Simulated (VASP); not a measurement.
# PbSe (km) (Fm-3m) in VASP: single point with PBEsol

Aim: the single point of PbSe (km) with PBEsol.

Everything below comes from runs of VASP 6.6.1. Logs are shortened: lines on timing, memory, paths and dates and some standing lists are left out, and cuts for length are marked.

### Step 1. The cell of the first run

It takes space group Fm-3m (No. 225, cubic). Conventional cell: a = 6.103 Å, b = 6.103 Å, c = 6.103 Å, α = 90.00°, β = 90.00°, γ = 90.00°. Within 4.0 Å of Pb (site symmetry m-3m) lie 6 Se at 3.05 Å. Se (site symmetry m-3m) has 6 Pb at 3.05 Å within 4.0 Å.

### Step 2. Single point, PBEsol

INCAR reads:

```
  PREC = Accurate
  ENCUT = 500
  EDIFF = 1E-6
  ISMEAR = 0
  SIGMA = 0.01
  LREAL = False
  LASPH = True
  NELM = 120
  ALGO = Normal
  ISIF = 2
  LWAVE = False
  LCHARG = False
  GGA = PS
  NBANDS = 17
  GGA_COMPAT = False
```

KPOINTS reads:

```
Automatic mesh
0
Gamma
  4 4 4
```

POSCAR reads:

```
PbSe
1.0
    0.0000000000      3.0515036375      3.0515036375
    3.0515036375      0.0000000000      3.0515036375
    3.0515036375      3.0515036375      0.0000000000
Pb Se
1 1
Direct
    0.0000000000      0.0000000000      0.0000000000
    0.5000000000      0.5000000000      0.5000000000
```

Potentials or basis: VASP PAW PBE potentials, release 64 (Pb_d, Se).

The run is started by

```
> cat potpaw_PBE.64/Pb_d/POTCAR potpaw_PBE.64/Se/POTCAR > POTCAR
> mpirun -np 1 vasp_std > vasp.out
```

OUTCAR:

```text
PREC = Accurate
   ENCUT = 500
   EDIFF = 1E-6
   ISMEAR = 0
   LREAL = False
   LASPH = True
   NELM = 120
   ISIF = 2
   GGA = PS

 ion  position               nearest neighbor table
   1  0.000  0.000  0.000-   2 3.05   2 3.05   2 3.05   2 3.05   2 3.05   2 3.05
   2  0.500  0.500  0.500-   1 3.05   1 3.05   1 3.05   1 3.05   1 3.05   1 3.05

  LATTYP: Found a face centered cubic cell.
 ALAT       =     6.1030072750

  Lattice vectors:

 A1 = (   0.0000000000,   3.0515036375,   3.0515036375)
 A2 = (   3.0515036375,   0.0000000000,   3.0515036375)
 A3 = (   3.0515036375,   3.0515036375,   0.0000000000)

Analysis of symmetry for initial positions (statically):
=====================================================================
 Subroutine PRICEL returns:
 Original cell was already a primitive cell.

 Routine SETGRP: Setting up the symmetry group for a
 face centered cubic supercell.

 Subroutine GETGRP returns: Found 48 space group operations
 (whereof 48 operations were pure point group operations)
 out of a pool of 48 trial point group operations.

The static configuration has the point symmetry O_h .

Analysis of symmetry for dynamics (positions and initial velocities):
=====================================================================
 Subroutine PRICEL returns:
 Original cell was already a primitive cell.

 Routine SETGRP: Setting up the symmetry group for a
 face centered cubic supercell.

 Subroutine GETGRP returns: Found 48 space group operations
 (whereof 48 operations were pure point group operations)
 out of a pool of 48 trial point group operations.

The dynamic configuration has the point symmetry O_h .

 Subroutine INISYM returns: Found 48 space group operations
 (whereof 48 operations are pure point group operations),
 and found     1 'primitive' translations

----------------------------------------------------------------------------------------

                                     Primitive cell

  volume of cell :      56.8292

  direct lattice vectors                    reciprocal lattice vectors
     0.000000000  3.051503638  3.051503638    -0.163853647  0.163853647  0.163853647
     3.051503638  0.000000000  3.051503638     0.163853647 -0.163853647  0.163853647
     3.051503638  3.051503638  0.000000000     0.163853647  0.163853647 -0.163853647

  length of vectors
     4.315477830  4.315477830  4.315477830     0.283802842  0.283802842  0.283802842

  position of ions in fractional coordinates (direct lattice)
     0.000000000  0.000000000  0.000000000
     0.500000000  0.500000000  0.500000000

  ion indices of the primitive-cell ions
   primitive index   ion index
                 1           1
                 2           2

----------------------------------------------------------------------------------------

 KPOINTS: Automatic mesh

Automatic generation of k-mesh.
 Grid dimensions read from file:
 generate k-points for:    4    4    4

 Generating k-lattice:

  Cartesian coordinates                     Fractional coordinates (reciprocal lattice)
    -0.040963412  0.040963412  0.040963412     0.250000000  0.000000000  0.000000000
     0.040963412 -0.040963412  0.040963412     0.000000000  0.250000000  0.000000000
     0.040963412  0.040963412 -0.040963412     0.000000000  0.000000000  0.250000000

  Length of vectors
     0.070950710  0.070950710  0.070950710

  Shift w.r.t. Gamma in fractional coordinates (k-lattice)
     0.000000000  0.000000000  0.000000000

 Subroutine IBZKPT returns following result:
 ===========================================

 Found      8 irreducible k-points:

 Following reciprocal coordinates:
            Coordinates               Weight
  0.000000  0.000000  0.000000      1.000000
  0.250000  0.000000  0.000000      8.000000
  0.500000  0.000000  0.000000      4.000000
  0.250000  0.250000  0.000000      6.000000
  0.500000  0.250000  0.000000     24.000000
 -0.250000  0.250000  0.000000     12.000000
  0.500000  0.500000  0.000000      3.000000
 -0.250000  0.500000  0.250000      6.000000
   k-points           NKPTS =      8   k-points in BZ     NKDIM =      8   number of bands    NBANDS=     17
   number of dos      NEDOS =    301   number of ions     NIONS =      2
   total plane-waves  NPLWV =  32768
   dimension x,y,z NGX =    32 NGY =   32 NGZ =   32
   dimension x,y,z NGXF=    64 NGYF=   64 NGZF=   64
   ions per type =               1   1
   NGX,Y,Z   is equivalent  to a cutoff of  12.33, 12.33, 12.33 a.u.
   NGXF,Y,Z  is equivalent  to a cutoff of  24.65, 24.65, 24.65 a.u.
 SYSTEM =  unknown system
   PREC   = accura    normal or accurate (medium, high low for compatibility)
   ISTART =      0    job   : 0-new  1-cont  2-samecut
   ICHARG =      2    charge: 1-file 2-atom 10-const
   ISPIN  =      1    spin polarized calculation?
   LNONCOLLINEAR =      F non collinear calculations
   LSORBIT =      F    spin-orbit coupling
   LASPH  =      T    aspherical Exc in radial PAW
   ENCUT  =  500.0 eV  36.75 Ry    6.06 a.u.   7.87  7.87  7.87*2*pi/ulx,y,z
   NELM   =    120;   NELMIN=  2; NELMDL= -5     # of ELM steps
   EDIFF  = 0.1E-05   stopping-criterion for ELM
   LREAL  =      F    real-space projection
   EDIFFG = 0.1E-04   stopping-criterion for IOM
   NSW    =      0    number of steps for IOM
   IBRION =     -1    ionic relax: 0-MD 1-quasi-New 2-CG
   NFREE  =      0    steps in history (QN), initial steepest desc. (CG)
   ISIF   =      2    stress and relaxation
   ISYM   =      2    0-nonsym 1-usesym 2-fastsym
   POTIM  = 0.5000    time-step for ionic-motion
   TEBEG  =    0.0;   TEEND  =   0.0 temperature during run
   PSTRESS=    0.0 pullay stress
   NELECT =      20.0000    total number of electrons
   NUPDOWN=      -1.0000    fix difference up-down
   EMIN   =  10.00;   EMAX   =-10.00  energy-range for DOS
   EFERMI =   0.00;   METHOD = LEGACY
   ISMEAR =     0;   SIGMA  =   0.01  broadening in eV -4-tet -1-fermi 0-gaus
   EFERMI_NEDOS =   21; number of points for ismear=-14 and -15
   IALGO  =     38    algorithm
   IMIX   =      4    mixing-type and parameters
     AMIX     =   0.40;   BMIX     =  1.00
     AMIX_MAG =   1.60;   BMIX_MAG =  1.00
  volume/ion in A,a.u.               =      28.41       191.75
  Fermi-wavevector in a.u.,A,eV,Ry     =   1.155831  2.184204 18.176634  1.335945
  Thomas-Fermi vector in A             =   2.292456
   LORBIT       =      0    0 simple, 1 ext, 2 COOP (PROOUT), +10 PAW based schemes
   GGA     = PS    functional components
   LHFCALC =     F    Hartree Fock is set to
   AEXX    =    0.0000 exact exchange contribution
   IVDW    =     0    specifies the selected vdW correction
   LEPSILON=     F    determine dielectric tensor
   LRPA    =     F    only Hartree local field effects (RPA)
 non-spin polarized calculation
 Gauss-broadening in eV      SIGMA  =   0.01
  energy-cutoff  :      500.00
  volume of cell :       56.83
 maximum number of plane-waves:      1459
   NGX = 15   NGY = 15   NGZ = 15

 number of electron      20.0000003 magnetization

 Free energy of the ion-electron system (eV)
  ---------------------------------------------------
  ext. energy  EPLUGINS =         0.00000000
  ---------------------------------------------------
  free energy    TOTEN  =        -8.90834676 eV

  energy without entropy =       -8.90834676  energy(sigma->0) =       -8.90834676

 E-fermi :   5.0971     XC(G=0):  -9.7633

 val. band max:        5.0251590152   @ k =   0.5000   0.0000   0.0000
 cond. band min:       5.1986183270   @ k =   0.5000   0.0000   0.0000
 fundamental gap:      0.1734593118
 Fermi energy:         5.0971452742

 k-point     1 :       0.0000    0.0000    0.0000
  band No.  band energies     occupation
      1     -11.7410      2.00000
      2     -11.7410      2.00000
      3     -11.7410      2.00000
      4     -11.7403      2.00000
      5     -11.7403      2.00000
      6      -8.6658      2.00000
[... 9 lines left out ...]
     16      11.4493      0.00000
     17      12.9898      0.00000

 k-point     2 :       0.2500    0.0000    0.0000
  band No.  band energies     occupation
      1     -11.7534      2.00000
      2     -11.7534      2.00000
      3     -11.7393      2.00000
      4     -11.7234      2.00000
      5     -11.7234      2.00000
      6      -8.2114      2.00000
[... 9 lines left out ...]
     16      12.6714      0.00000
     17      16.1341      0.00000

 k-point     3 :       0.5000    0.0000    0.0000
  band No.  band energies     occupation
      1     -11.7664      2.00000
      2     -11.7664      2.00000
      3     -11.7383      2.00000
      4     -11.7059      2.00000
      5     -11.7059      2.00000
      6      -7.5675      2.00000
[... 9 lines left out ...]
     16      15.1399      0.00000
     17      15.1399      0.00000

 k-point     4 :       0.2500    0.2500    0.0000
  band No.  band energies     occupation
      1     -11.7924      2.00000
      2     -11.7508      2.00000
      3     -11.7302      2.00000
      4     -11.7179      2.00000
      5     -11.7179      2.00000
      6      -8.0396      2.00000
[... 9 lines left out ...]
     16      14.5706      0.00000
     17      14.5729      0.00000

 k-point     5 :       0.5000    0.2500    0.0000
  band No.  band energies     occupation
      1     -11.8202      2.00000
      2     -11.7422      2.00000
      3     -11.7417      2.00000
      4     -11.7109      2.00000
      5     -11.7014      2.00000
      6      -7.3858      2.00000
[... 9 lines left out ...]
     16      15.6863      0.00000
     17      16.2966      0.00000

 k-point     6 :      -0.2500    0.2500    0.0000
  band No.  band energies     occupation
      1     -11.7821      2.00000
      2     -11.7558      2.00000
      3     -11.7298      2.00000
      4     -11.7184      2.00000
      5     -11.7162      2.00000
      6      -7.6161      2.00000
[... 9 lines left out ...]
     16      14.4580      0.00000
     17      15.3486      0.00000

 k-point     7 :       0.5000    0.5000    0.0000
  band No.  band energies     occupation
      1     -11.8791      2.00000
      2     -11.7605      2.00000
      3     -11.7200      2.00000
      4     -11.6934      2.00000
      5     -11.6934      2.00000
      6      -7.1769      2.00000
[... 9 lines left out ...]
     16      16.6407      0.00000
     17      17.6603      0.00000

 k-point     8 :      -0.2500    0.5000    0.2500
  band No.  band energies     occupation
      1     -11.8400      2.00000
      2     -11.7408      2.00000
      3     -11.7280      2.00000
      4     -11.7280      2.00000
      5     -11.6934      2.00000
      6      -7.1477      2.00000
[... 9 lines left out ...]
     16      16.8140      0.00000
     17      17.6833      0.00000

------------------------ aborting loop because EDIFF is reached ----------------------------------------

  FORCE on cell =-STRESS in cart. coord.  units (eV):
  Direction    XX          YY          ZZ          XY          YZ          ZX
  --------------------------------------------------------------------------------------
  -------------------------------------------------------------------------------------
  Total       -0.0080246     -0.0080246     -0.0080246      0.0000000      0.0000000      0.0000000
  in kB       -0.2262373     -0.2262373     -0.2262373      0.0000000      0.0000000      0.0000000
  external PRESSURE =      -0.2262373 kB  Pullay stress =       0.0000000 kB

 VOLUME and BASIS-vectors are now :
 -----------------------------------------------------------------------------
  energy-cutoff  :      500.00
  volume of cell :       56.83
      direct lattice vectors                 reciprocal lattice vectors
     0.000000000  3.051503638  3.051503638    -0.163853647  0.163853647  0.163853647
     3.051503638  0.000000000  3.051503638     0.163853647 -0.163853647  0.163853647
     3.051503638  3.051503638  0.000000000     0.163853647  0.163853647 -0.163853647

 POSITION                                       TOTAL-FORCE (eV/Angst)
 -----------------------------------------------------------------------------------
      0.00000      0.00000      0.00000        -0.000000     -0.000000     -0.000000
      3.05150      3.05150      3.05150         0.000000      0.000000      0.000000
 -----------------------------------------------------------------------------------
    total drift:                                0.000000     -0.000000     -0.000000

  FREE ENERGIE OF THE ION-ELECTRON SYSTEM (eV)
  ---------------------------------------------------
  free  energy   TOTEN  =        -8.9083467636 eV

  energy  without entropy=       -8.9083467636  energy(sigma->0) =       -8.90834676
```

Run time: 4 s. Hardware: 1 thread of Intel Xeon 6975P-C (Granite Rapids), shared host; peak memory 0.17 GiB.

What came out:

```
Free energy            : -8.9083 eV
Pressure               : 0.0 GPa
Band gap on the k mesh : 0.17 eV, direct
```

Levels at points of the mesh, in eV from the valence-band top:
| k point | band 8 | band 9 | band 10 | band 11 | band 12 | band 13 |
| --- | --- | --- | --- | --- | --- | --- |
| (0.00, 0.00, 0.00) | -1.92 | -1.92 | -1.92 | 4.69 | 4.69 | 4.69 |
| (0.50, 0.00, 0.00) | -1.50 | -1.50 | 0.00 | 0.17 | 1.63 | 1.63 |
| (0.50, 0.50, 0.00) | -5.10 | -3.31 | -3.31 | 3.54 | 5.61 | 5.61 |

Caveat: the k points lie up to 0.45 Å⁻¹ apart; the PAW data sets were made with another functional, which shifts forces and pressure a little; spin-orbit coupling is left out, which moves the levels of the heavy elements. A k mesh can miss the band edges.
